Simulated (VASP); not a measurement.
## Sc3GeBi6: single point with PBE

Sc3GeBi6:

```
CELL_PARAMETERS angstrom
0.00000 5.50420 5.50420
5.50420 0.00000 5.50420
5.50420 5.50420 0.00000
ATOMIC_POSITIONS crystal
Sc 0.25000 0.25000 0.25000
Sc 0.75000 0.75000 0.75000
Sc 0.50000 0.50000 0.50000
Ge 0.00000 0.00000 0.00000
Bi 0.75375 0.24625 0.24625
Bi 0.24625 0.75375 0.75375
Bi 0.24625 0.75375 0.24625
Bi 0.75375 0.24625 0.75375
Bi 0.24625 0.24625 0.75375
Bi 0.75375 0.75375 0.24625
```

```
Program             : VASP 6.6.1
Task                : single point
Functional          : PBE
Potentials or basis : VASP PAW PBE potentials, release 64 (Sc_sv, Ge_d, Bi_d)
Cutoff              : 520 eV
k mesh              : 6 × 6 × 6
Occupations         : gaussian, width 0.1 eV
Spin                : no spin polarisation
```

```
Pressure      : 0.0 GPa
Largest force : 0.004 eV/Å
```

Forces in eV/Å, atoms in the order of the input:
```
Sc   0.000  0.000  0.000
Sc   0.000  0.000  0.000
Sc   0.000  0.000  0.000
Ge   0.000  0.000  0.000
Bi  -0.004  0.000  0.000
Bi   0.004  0.000  0.000
Bi   0.000 -0.004  0.000
Bi   0.000  0.004  0.000
Bi   0.000  0.000 -0.004
Bi   0.000  0.000  0.004
```

Levels at points of the mesh, in eV from the Fermi level:
```tsv
k point	band 64	band 65	band 66	band 67	band 68	band 69	band 70	band 71	band 72	band 73
(0.00, 0.00, 0.00)	-0.37	0.15	0.15	0.15	0.16	0.16	0.16	0.35	0.35	0.36
(0.50, 0.00, 0.00)	-1.20	-1.20	-0.02	-0.02	0.06	0.43	0.51	0.52	0.56	0.57
(0.50, 0.50, 0.00)	-1.44	-1.41	-1.41	-1.32	-0.70	-0.29	-0.29	-0.11	0.46	0.49
```

Wall time 29 min on 1 thread of Oxide Virtual Turin-like Processor (shared host), peak memory 0.71 GiB.

Caveat: spin-orbit coupling is left out, which moves the levels of the heavy elements.
